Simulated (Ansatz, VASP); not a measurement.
**Two plane-wave programs on Mg5CdSe6**

```xyz
12
Lattice="4.0341 0.0000 0.0000 -2.0170 3.4936 0.0000 0.0000 0.0000 19.7628" Properties=species:S:1:pos:R:3 pbc="T T T"
Mg    0.0000    0.0000    0.0000
Mg    2.0170    1.1645    3.2938
Mg    0.0000    2.3291    6.5876
Mg    0.0000    0.0000    9.8814
Mg    0.0000    2.3291   16.4690
Cd    2.0170    1.1645   13.1752
Se    0.0000    0.0000    2.4704
Se    2.0170    1.1645    5.7642
Se    0.0000    2.3291    9.0580
Se    0.0000    0.0000   12.3518
Se    2.0170    1.1645   15.6456
Se    0.0000    2.3291   18.9394
```

Alike in both runs: task relaxation of cell and atoms; functional PBE; k mesh 6 × 6 × 1; occupations gaussian, width 0.1 eV; no spin polarisation.

|  | VASP | Ansatz |
| --- | --- | --- |
| version | VASP 6.6.1 | Ansatz 0.2.0 |
| potentials or method | VASP PAW PBE potentials, release 64 (Mg, Cd, Se), cutoff 600 eV | scalar-relativistic, plane waves, PAW |
| valence electrons in the cell | 58 | 166 |

VASP gave:

- gap on the k mesh at the Fermi level, each at its own relaxed structure (eV): 1.67
- relaxed volume (Å³/atom): 27.40
- relaxed length of the cell vector where the two differ most in proportion (Å): 20.879

Task: What did Ansatz give for the same quantities?

Result: gap on the k mesh at the Fermi level, each at its own relaxed structure (eV): 1.70; relaxed volume (Å³/atom): 27.26; relaxed length of the cell vector where the two differ most in proportion (Å): 20.827.

VASP's potentials hold 58 valence electrons a cell and Ansatz's 166, so a difference there can come from the potentials and not from the codes.

Noted on VASP's run: the volume moved by over 15 % at a fixed basis, so the end points are rough.
